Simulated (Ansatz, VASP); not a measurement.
# Two plane-wave programs on Ag

INCAR

```
ALGO = Normal
EDIFF = 1E-6
ENCUT = 520
GGA = PE
ISIF = 2
ISMEAR = 0
LASPH = True
LCHARG = False
LREAL = False
LWAVE = False
NBANDS = 12
NELM = 60
PREC = Accurate
SIGMA = 0.1
```

File KPOINTS:

```
k-points
0
Gamma
  18 18 18
```

The input POSCAR:

```
Ag
1.0
    0.0000000000      2.0427500000      2.0427500000
    2.0427500000      0.0000000000      2.0427500000
    2.0427500000      2.0427500000      0.0000000000
Ag
1
Direct
    0.0000000000      0.0000000000      0.0000000000
```

Input for Ansatz:

```yaml
crystal:
  lattice:
    - [0.0, 2.04275, 2.04275]
    - [2.04275, 0.0, 2.04275]
    - [2.04275, 2.04275, 0.0]
  atoms:
    - { symbol: Ag, position: [0.0, 0.0, 0.0] }
basis:
  ecutwfc: 420
kpoints:
  mp_grid: { grid: [18, 18, 18] }
hamiltonian:
  xc: pbe
scf:
  occupations: { method: gaussian, width: 0.1 }
output:
  forces: true
  stress: true
  eigenvalues: true
  populations: true
  write_density: true
  write_potential: true
  elf: true
  volumetric_format: npy
```

Alike in both runs: task single point; functional PBE; k mesh 18 × 18 × 18; occupations gaussian, width 0.1 eV; no spin polarisation.

|  | VASP | Ansatz |
| --- | --- | --- |
| version | VASP 6.6.1 | Ansatz 0.2.0 |
| potentials or method | VASP PAW PBE potentials, release 64 (Ag), cutoff 520 eV | scalar-relativistic, plane waves, PAW |
| valence electrons in the cell | 11 | 19 |

|  | VASP | Ansatz | Ansatz less VASP |
| --- | --- | --- | --- |
| gap on the k mesh at the Fermi level (eV) | none | none | - |
| pressure (GPa) | 4.6 | 4.7 | +0.18 |

A gap of «none» marks a metal or a gap that the smearing closes. The functional is the same, so the differences come from potentials, cutoffs and numerics. VASP's potentials hold 11 valence electrons a cell and Ansatz's 19, so a difference there can come from the potentials and not from the codes.
